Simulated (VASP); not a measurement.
Set up this calculation in VASP 6.6.1, as the native input.

- Task: single point
- Functional: r2SCAN
- Potentials or basis: VASP PAW PBE potentials, release 64 (Mg, S)
- Cutoff: 520 eV
- k mesh: 2 × 2 × 2
- Occupations: fermi-dirac, width 0.112 eV
- Spin: no spin polarisation
- Dipole correction: no
- Further INCAR settings: LREAL = Auto; ALGO = Normal; EDIFF = 1e-06; NBANDS = 46

The system is MgS.

```
Mg S
1.0
     6.52563    0.00000    0.00000
     0.00000    6.52563    0.00000
     0.00000    0.00000    6.52563
Mg S
8 8
Direct
  0.00500 0.01537 0.98848
  0.01234 0.96825 0.51360
  0.97924 0.49846 0.98280
  0.01794 0.52459 0.50738
  0.49104 0.97751 0.03364
  0.50162 0.02936 0.53233
  0.47463 0.47661 0.98533
  0.49857 0.47015 0.46555
  0.24976 0.25996 0.26788
  0.26044 0.26606 0.73731
  0.25955 0.77100 0.24006
  0.20848 0.75916 0.73062
  0.77032 0.23512 0.23100
  0.74566 0.25342 0.75246
  0.74120 0.73839 0.25334
  0.77947 0.74698 0.78043
```

The input as run:

POSCAR

```
MgS
1.0
    6.5256348140      0.0000000000      0.0000000000
    0.0000000000      6.5256348140      0.0000000000
    0.0000000000      0.0000000000      6.5256348140
Mg S
8 8
Direct
    0.0049964488      0.0153741364     -0.0115245493
    0.0123390294     -0.0317512404      0.5135989211
   -0.0207596661      0.4984635354     -0.0172004722
    0.0179367990      0.5245914149      0.5073809820
    0.4910420352     -0.0224857817      0.0336411715
    0.5016241474      0.0293638865      0.5323299723
    0.4746260078      0.4766055853     -0.0146718293
    0.4985672801      0.4701452177      0.4655502624
    0.2497648193      0.2599610687      0.2678832098
    0.2604362715      0.2660573338      0.7373103364
    0.2595456302      0.7710017712      0.2400643071
    0.2084773419      0.7591587855      0.7306171945
    0.7703238295      0.2351161295      0.2309991354
    0.7456621675      0.2534223945      0.7524590542
    0.7412012989      0.7383903846      0.2533379582
    0.7794686870      0.7469843378      0.7804267547
```

INCAR.step1

```
SYSTEM = MgS
PREC = Accurate
ENCUT = 520
ISMEAR = -1
SIGMA = 0.112
LREAL = Auto
LASPH = .TRUE.
NELM = 100
NBANDS = 46
GGA = PE
ALGO = Normal
EDIFF = 1E-4
LWAVE = .TRUE.
LCHARG = .FALSE.
```

INCAR.step2

```
SYSTEM = MgS
PREC = Accurate
ENCUT = 520
EDIFF = 1E-6
ISMEAR = -1
SIGMA = 0.112
LREAL = Auto
LASPH = .TRUE.
NELM = 100
ALGO = Normal
ISIF = 2
LWAVE = .FALSE.
LCHARG = .FALSE.
METAGGA = R2SCAN
LMIXTAU = .TRUE.
NBANDS = 46
ISTART = 1
```

KPOINTS

```
regular mesh
0
G
  2 2 2
  0 0 0
```

Potentials or basis: VASP PAW PBE potentials, release 64 (Mg, S).

Launch:

```console
$ cat potpaw_PBE.64/Mg/POTCAR potpaw_PBE.64/S/POTCAR > POTCAR
$ cp INCAR.step1 INCAR
$ mpirun -np 1 vasp_std > vasp.out
$ cp INCAR.step2 INCAR
$ mpirun -np 1 vasp_std > vasp.out
```

Results of the run:

| Property | Result |
| --- | --- |
| Pressure | 2.4 GPa |
| Largest force | 2.170 eV/Å |
| Band gap on the k mesh | 0.45 eV, direct |

Caveat: the k points lie up to 0.48 Å⁻¹ apart; the PAW data sets were made with another functional, which shifts forces and pressure a little.

It took 7.4 min on 1 thread of Intel(R) Xeon(R) Platinum 8259CL CPU @ 2.50GHz (Skylake/Cascade Lake) (shared host), peak memory 0.39 GiB.
